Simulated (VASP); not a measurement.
W: single point with LDA

Crystal: W.

```
W
1.0
    -1.56769    1.56769    1.56769
     1.56769   -1.56769    1.56769
     1.56769    1.56769   -1.56769
W
1
Direct
  0.00000 0.00000 0.00000
```

```yaml
Program: VASP 6.6.1
Task: single point
Functional: LDA
Potentials_or_basis: VASP PAW LDA potentials, release 64 (W_sv)
Cutoff: 520 eV
k_mesh: 14 × 14 × 14
Occupations: methfessel-paxton, width 0.6 eV
Spin: no spin polarisation
Dipole_correction: no
Further_INCAR_settings: ALGO = Normal; EDIFF = 1e-06; NBANDS = 13
```

- Pressure: 1.9 GPa
- Band gap on the k mesh: zero (band 7 reaches 17.09 eV, above the bottom of band 8 at 10.42 eV)

Levels at points of the mesh, in eV from the Fermi level:
```csv
k point,band 4,band 5,band 6,band 7,band 8,band 9,band 10,band 11
"(0.00, 0.00, 0.00)",-37.54,-9.76,-1.37,-1.37,-1.37,2.19,2.19,14.58
"(0.50, 0.00, 0.00)",-37.55,-6.51,-3.79,0.88,2.11,3.11,6.33,11.49
"(0.50, 0.50, 0.50)",-38.54,-6.14,-6.14,5.29,5.29,5.29,8.52,8.52
```

Wall time 26 s on 1 thread of AMD EPYC 7R43 64-Core Processor (Zen 3), with other jobs on the host, peak memory 0.1 GiB.

Caveat: spin-orbit coupling is left out, which moves the levels of the heavy elements.
